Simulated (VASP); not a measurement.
# LiF (Fm-3m) in VASP: notebook

The runs below take LiF through single point, relaxation of cell and atoms, with LDA.

All numbers are computed with VASP 6.6.1; they aren't measurements. Logs are shortened: lines on timing, memory, paths and dates and some standing lists are left out, and cuts for length are marked.

## (1) The cell of the first run

The structure is cubic, space group Fm-3m (No. 225). The conventional cell has a = 3.908 Å, b = 3.908 Å, c = 3.908 Å, α = 90.00°, β = 90.00°, γ = 90.00°. Within 2.6 Å of Li (site symmetry m-3m) lie 6 F at 1.95 Å. Within 2.6 Å of F (site symmetry m-3m) lie 6 Li at 1.95 Å.

## (2) Single point, LDA

INCAR

```
ALGO = Normal
EDIFF = 1E-6
ENCUT = 520
GGA = CA
ISIF = 2
ISMEAR = 0
LASPH = True
LCHARG = False
LREAL = False
LWAVE = False
NBANDS = 12
NELM = 80
PREC = Accurate
SIGMA = 0.1
```

KPOINTS

```
k-points
0
Gamma
  8 8 8
```

POSCAR

```
LiF
1.0
    0.0000000000      1.9538102033      1.9538102033
    1.9538102033      0.0000000000      1.9538102033
    1.9538102033      1.9538102033      0.0000000000
Li F
1 1
Direct
    0.0000000000      0.0000000000      0.0000000000
    0.5000000000      0.5000000000      0.5000000000
```

Potentials or basis: VASP PAW LDA potentials, release 64 (Li_sv, F).

Command:

```
$ cat potpaw_LDA.64/Li_sv/POTCAR potpaw_LDA.64/F/POTCAR > POTCAR
$ mpirun -np 1 vasp_std > vasp.out
```

OUTCAR:

```text
EDIFF = 1E-6
   ENCUT = 520
   GGA = CA
   ISIF = 2
   ISMEAR = 0
   LASPH = True
   LREAL = False
   NELM = 80
   PREC = Accurate

 ion  position               nearest neighbor table
   1  0.000  0.000  0.000-   2 1.95   2 1.95   2 1.95   2 1.95   2 1.95   2 1.95
   2  0.500  0.500  0.500-   1 1.95   1 1.95   1 1.95   1 1.95   1 1.95   1 1.95

  LATTYP: Found a face centered cubic cell.
 ALAT       =     3.9076204066

  Lattice vectors:

 A1 = (   0.0000000000,   1.9538102033,   1.9538102033)
 A2 = (   1.9538102033,   0.0000000000,   1.9538102033)
 A3 = (   1.9538102033,   1.9538102033,   0.0000000000)

Analysis of symmetry for initial positions (statically):
=====================================================================
 Subroutine PRICEL returns:
 Original cell was already a primitive cell.

 Routine SETGRP: Setting up the symmetry group for a
 face centered cubic supercell.

 Subroutine GETGRP returns: Found 48 space group operations
 (whereof 48 operations were pure point group operations)
 out of a pool of 48 trial point group operations.

The static configuration has the point symmetry O_h .

Analysis of symmetry for dynamics (positions and initial velocities):
=====================================================================
 Subroutine PRICEL returns:
 Original cell was already a primitive cell.

 Routine SETGRP: Setting up the symmetry group for a
 face centered cubic supercell.

 Subroutine GETGRP returns: Found 48 space group operations
 (whereof 48 operations were pure point group operations)
 out of a pool of 48 trial point group operations.

The dynamic configuration has the point symmetry O_h .

 Subroutine INISYM returns: Found 48 space group operations
 (whereof 48 operations are pure point group operations),
 and found     1 'primitive' translations

----------------------------------------------------------------------------------------

                                     Primitive cell

  volume of cell :      14.9168

  direct lattice vectors                    reciprocal lattice vectors
     0.000000000  1.953810203  1.953810203    -0.255910221  0.255910221  0.255910221
     1.953810203  0.000000000  1.953810203     0.255910221 -0.255910221  0.255910221
     1.953810203  1.953810203  0.000000000     0.255910221  0.255910221 -0.255910221

  length of vectors
     2.763104888  2.763104888  2.763104888     0.443249504  0.443249504  0.443249504

  position of ions in fractional coordinates (direct lattice)
     0.000000000  0.000000000  0.000000000
     0.500000000  0.500000000  0.500000000

  ion indices of the primitive-cell ions
   primitive index   ion index
                 1           1
                 2           2

----------------------------------------------------------------------------------------

 KPOINTS: k-points

Automatic generation of k-mesh.
 Grid dimensions read from file:
 generate k-points for:    8    8    8

 Generating k-lattice:

  Cartesian coordinates                     Fractional coordinates (reciprocal lattice)
    -0.031988778  0.031988778  0.031988778     0.125000000  0.000000000  0.000000000
     0.031988778 -0.031988778  0.031988778     0.000000000  0.125000000  0.000000000
     0.031988778  0.031988778 -0.031988778     0.000000000  0.000000000  0.125000000

  Length of vectors
     0.055406188  0.055406188  0.055406188

  Shift w.r.t. Gamma in fractional coordinates (k-lattice)
     0.000000000  0.000000000  0.000000000

 Subroutine IBZKPT returns following result:
 ===========================================

 Found     29 irreducible k-points:

 Following reciprocal coordinates:
            Coordinates               Weight
  0.000000  0.000000  0.000000      1.000000
  0.125000  0.000000  0.000000      8.000000
  0.250000  0.000000  0.000000      8.000000
  0.375000  0.000000  0.000000      8.000000
  0.500000  0.000000  0.000000      4.000000
  0.125000  0.125000  0.000000      6.000000
[... 16 lines left out ...]
  0.500000  0.250000  0.125000     48.000000
 -0.375000  0.250000  0.125000     24.000000
 [... further k-points ...]
   k-points           NKPTS =     29   k-points in BZ     NKDIM =     29   number of bands    NBANDS=     12
   number of dos      NEDOS =    301   number of ions     NIONS =      2
   total plane-waves  NPLWV =  13824
   dimension x,y,z NGX =    24 NGY =   24 NGZ =   24
   dimension x,y,z NGXF=    48 NGYF=   48 NGZF=   48
   ions per type =               1   1
   NGX,Y,Z   is equivalent  to a cutoff of  14.44, 14.44, 14.44 a.u.
   NGXF,Y,Z  is equivalent  to a cutoff of  28.88, 28.88, 28.88 a.u.
 SYSTEM =  unknown system
   PREC   = accura    normal or accurate (medium, high low for compatibility)
   ISTART =      0    job   : 0-new  1-cont  2-samecut
   ICHARG =      2    charge: 1-file 2-atom 10-const
   ISPIN  =      1    spin polarized calculation?
   LNONCOLLINEAR =      F non collinear calculations
   LSORBIT =      F    spin-orbit coupling
   LASPH  =      T    aspherical Exc in radial PAW
   ENCUT  =  520.0 eV  38.22 Ry    6.18 a.u.   5.14  5.14  5.14*2*pi/ulx,y,z
   NELM   =     80;   NELMIN=  2; NELMDL= -5     # of ELM steps
   EDIFF  = 0.1E-05   stopping-criterion for ELM
   LREAL  =      F    real-space projection
   EDIFFG = 0.1E-04   stopping-criterion for IOM
   NSW    =      0    number of steps for IOM
   IBRION =     -1    ionic relax: 0-MD 1-quasi-New 2-CG
   NFREE  =      0    steps in history (QN), initial steepest desc. (CG)
   ISIF   =      2    stress and relaxation
   ISYM   =      2    0-nonsym 1-usesym 2-fastsym
   POTIM  = 0.5000    time-step for ionic-motion
   TEBEG  =    0.0;   TEEND  =   0.0 temperature during run
   PSTRESS=    0.0 pullay stress
   NELECT =      10.0000    total number of electrons
   NUPDOWN=      -1.0000    fix difference up-down
   EMIN   =  10.00;   EMAX   =-10.00  energy-range for DOS
   EFERMI =   0.00;   METHOD = LEGACY
   ISMEAR =     0;   SIGMA  =   0.10  broadening in eV -4-tet -1-fermi 0-gaus
   EFERMI_NEDOS =   21; number of points for ismear=-14 and -15
   IALGO  =     38    algorithm
   IMIX   =      4    mixing-type and parameters
     AMIX     =   0.40;   BMIX     =  1.00
     AMIX_MAG =   1.60;   BMIX_MAG =  1.00
  volume/ion in A,a.u.               =       7.46        50.33
  Fermi-wavevector in a.u.,A,eV,Ry     =   1.432790  2.707580 27.931215  2.052886
  Thomas-Fermi vector in A             =   2.552379
   LORBIT       =      0    0 simple, 1 ext, 2 COOP (PROOUT), +10 PAW based schemes
   GGA     = CA    functional components
   LHFCALC =     F    Hartree Fock is set to
   AEXX    =    0.0000 exact exchange contribution
   IVDW    =     0    specifies the selected vdW correction
   LEPSILON=     F    determine dielectric tensor
   LRPA    =     F    only Hartree local field effects (RPA)
 non-spin polarized calculation
 Gauss-broadening in eV      SIGMA  =   0.10
  energy-cutoff  :      520.00
  volume of cell :       14.92
 maximum number of plane-waves:       415
 NGX is ok and might be reduce to    24
   NGX = 11   NGY = 11   NGZ = 11

 number of electron      10.0000006 magnetization

 Free energy of the ion-electron system (eV)
  ---------------------------------------------------
  ext. energy  EPLUGINS =         0.00000000
  ---------------------------------------------------
  free energy    TOTEN  =       -10.50020989 eV

  energy without entropy =      -10.50020989  energy(sigma->0) =      -10.50020989

 E-fermi :  -0.0453     XC(G=0): -11.1315

 val. band max:       -0.7020587397   @ k =   0.0000   0.0000   0.0000
 cond. band min:       8.9975380108   @ k =   0.0000   0.0000   0.0000
 fundamental gap:      9.6995967505
 Fermi energy:        -0.0453252004

 k-point     1 :       0.0000    0.0000    0.0000
  band No.  band energies     occupation
      1     -40.2938      2.00000
      2     -20.5342      2.00000
      3      -0.7021      2.00000
      4      -0.7021      2.00000
      5      -0.7021      2.00000
      6       8.9975      0.00000
      7      23.9398      0.00000
      8      23.9398      0.00000
      9      23.9398      0.00000
     10      24.1012      0.00000
     11      24.1012      0.00000
     12      24.1012      0.00000

 k-point     2 :       0.1250    0.0000    0.0000
  band No.  band energies     occupation
      1     -40.2787      2.00000
      2     -20.4638      2.00000
      3      -1.1906      2.00000
      4      -0.7431      2.00000
      5      -0.7431      2.00000
      6       9.4126      0.00000
      7      20.2638      0.00000
      8      22.1255      0.00000
      9      22.1255      0.00000
     10      25.5754      0.00000
     11      25.5754      0.00000
     12      25.6217      0.00000

 k-point     3 :       0.2500    0.0000    0.0000
  band No.  band energies     occupation
      1     -40.2428      2.00000
      2     -20.2884      2.00000
      3      -2.2477      2.00000
      4      -0.8388      2.00000
      5      -0.8388      2.00000
      6      10.0951      0.00000
      7      17.6371      0.00000
      8      20.2031      0.00000
      9      20.2031      0.00000
     10      27.1742      0.00000
     11      27.5519      0.00000
     12      27.5519      0.00000
[... 286 lines left out ...]
 k-point    23 :       0.5000    0.2500    0.1250
  band No.  band energies     occupation
      1     -40.1900      2.00000
      2     -19.9383      2.00000
      3      -3.1347      2.00000
      4      -2.0246      2.00000
      5      -1.1843      2.00000
      6      11.9209      0.00000
      7      15.5686      0.00000
      8      18.7641      0.00000
      9      19.4303      0.00000
     10      25.7154      0.00000
     11      30.7635      0.00000
     12      33.4563      0.00000

 k-point    24 :      -0.3750    0.2500    0.1250
  band No.  band energies     occupation
      1     -40.1784      2.00000
      2     -19.8597      2.00000
      3      -3.3888      2.00000
      4      -2.1594      2.00000
      5      -1.2619      2.00000
      6      12.0250      0.00000
      7      15.4447      0.00000
      8      18.6003      0.00000
      9      19.1696      0.00000
     10      27.8337      0.00000
     11      28.9465      0.00000
     12      34.8401      0.00000

 [... further k-points ...]

------------------------ aborting loop because EDIFF is reached ----------------------------------------

  FORCE on cell =-STRESS in cart. coord.  units (eV):
  Direction    XX          YY          ZZ          XY          YZ          ZX
  --------------------------------------------------------------------------------------
  -------------------------------------------------------------------------------------
  Total       -0.0141586     -0.0141586     -0.0141586      0.0000000     -0.0000000      0.0000000
  in kB       -1.5207388     -1.5207388     -1.5207388      0.0000000     -0.0000000      0.0000000
  external PRESSURE =      -1.5207388 kB  Pullay stress =       0.0000000 kB

 VOLUME and BASIS-vectors are now :
 -----------------------------------------------------------------------------
  energy-cutoff  :      520.00
  volume of cell :       14.92
      direct lattice vectors                 reciprocal lattice vectors
     0.000000000  1.953810203  1.953810203    -0.255910221  0.255910221  0.255910221
     1.953810203  0.000000000  1.953810203     0.255910221 -0.255910221  0.255910221
     1.953810203  1.953810203  0.000000000     0.255910221  0.255910221 -0.255910221

 POSITION                                       TOTAL-FORCE (eV/Angst)
 -----------------------------------------------------------------------------------
      0.00000      0.00000      0.00000        -0.000000     -0.000000      0.000000
      1.95381      1.95381      1.95381         0.000000      0.000000     -0.000000
 -----------------------------------------------------------------------------------
    total drift:                               -0.000000     -0.000000      0.000000

  FREE ENERGIE OF THE ION-ELECTRON SYSTEM (eV)
  ---------------------------------------------------
  free  energy   TOTEN  =       -10.5002098931 eV

  energy  without entropy=      -10.5002098931  energy(sigma->0) =      -10.50020989
```

It took 5.7 s on 1 thread of Intel Xeon 8259CL, shared host; peak memory 0.12 GiB.

Results:

| Quantity | Value |
| --- | --- |
| Free energy | -10.5002 eV |
| Band gap on the k mesh | 9.70 eV |

Caveat: the cutoff is under 1.25 times the usual one of these potentials, so pressure, stress and relaxed cells hold a basis-set (Pulay) error.

(Continued in part 2 of 2.)
